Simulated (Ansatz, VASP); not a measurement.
Two plane-wave programs on Si16B

```xyz
17
Lattice="0.0000 5.4300 5.4300 5.4300 0.0000 5.4300 5.4300 5.4300 0.0000" Properties=species:S:1:pos:R:3 pbc="T T T"
Si   -0.0362    0.0780    0.0257
Si    1.3574    1.3937    1.3784
Si    2.6706    2.6933   -0.0453
Si    4.0579    4.0148    1.3518
Si    2.6993    0.0332    2.7245
Si    4.0465    1.3993    4.0639
Si    5.4565    2.7061    2.7417
Si    6.7822    4.1004    4.0670
Si   -0.0089    2.7642    2.7059
Si    1.3632    4.0662    4.0804
Si    2.7318    5.5108    2.6917
Si    4.0982    6.8244    4.0729
Si    2.7301    2.7606    5.4463
Si    4.0748    4.1397    6.7888
Si    5.4429    5.4644    5.4150
Si    6.7807    6.8284    6.7640
B     6.8305    6.2395    9.5622
```

Alike in both runs: functional PBE; dispersion D3(BJ); k mesh 2 × 2 × 2; occupations fermi-dirac, width 0.05 eV; collinear spin.

Ansatz relaxed the structure, and its values are those at the end. VASP's run is a single point on that final structure, the one shown.

|  | VASP | Ansatz |
| --- | --- | --- |
| version | VASP 6.6.1 | Ansatz 0.2.0 |
| potentials or method | VASP PAW PBE potentials, release 64 (Si, B), cutoff 520 eV | scalar-relativistic, plane waves, PAW |
| valence electrons in the cell | 67 | 67 |

|  | VASP | Ansatz | Ansatz less VASP |
| --- | --- | --- | --- |
| rms of the force components (eV/Å) | 0.026 | 0.027 | +0.0008 |
| net moment per atom (μB) | 0.00 | 0.00 | 0.000 |

Ansatz's warnings: seeded moment not kept.

The k mesh is coarse, so the values compare programs but aren't converged.
